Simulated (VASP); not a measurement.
A run of VASP 6.6.1 is set up as follows.

INCAR

```
SYSTEM = HfTi
  PREC = Accurate
  ENCUT = 520
  EDIFF = 1E-6
  ISMEAR = -1
  SIGMA = 0.05
  LREAL = .False.
  LASPH = .True.
  NELM = 60
  ALGO = Normal
  ISIF = 2
  LWAVE = .False.
  LCHARG = .True.
  GGA = CA
  LELF = .True.
  LVHAR = .True.
  NBANDS = 18
```

File KPOINTS:

```
regular mesh
0
Gamma
  12 12 7
  0 0 0
```

Contents of POSCAR:

```
HfTi
1.0
    3.0861480000      0.0000000000      0.0000000000
   -1.5430740000      2.6726830000      0.0000000000
    0.0000000000      0.0000000000      4.8292590000
Hf Ti
1 1
Direct
    0.6666666667      0.3333333333      0.5000000000
    0.3333333333      0.6666666667      0.0000000000
```

Potentials or basis: VASP PAW LDA potentials, release 64 (Hf_pv, Ti_sv).

Run with:

```bash
$ cat potpaw_LDA.64/Hf_pv/POTCAR potpaw_LDA.64/Ti_sv/POTCAR > POTCAR
$ mpirun -np 1 vasp_std > vasp.out
```

Problem. Predict the band gap on the k mesh.

Solution. Zero (band 11 reaches 6.93 eV, above the bottom of band 12 at 5.90 eV).

Problem. What does it give for the pressure?

Solution. -7.6 GPa.

Stress tensor (GPa, compression positive):
```
-7.45  0.00  0.00
 0.00 -7.45  0.00
 0.00  0.00 -7.78
```

Caveat: spin-orbit coupling is left out, which moves the levels of the heavy elements.
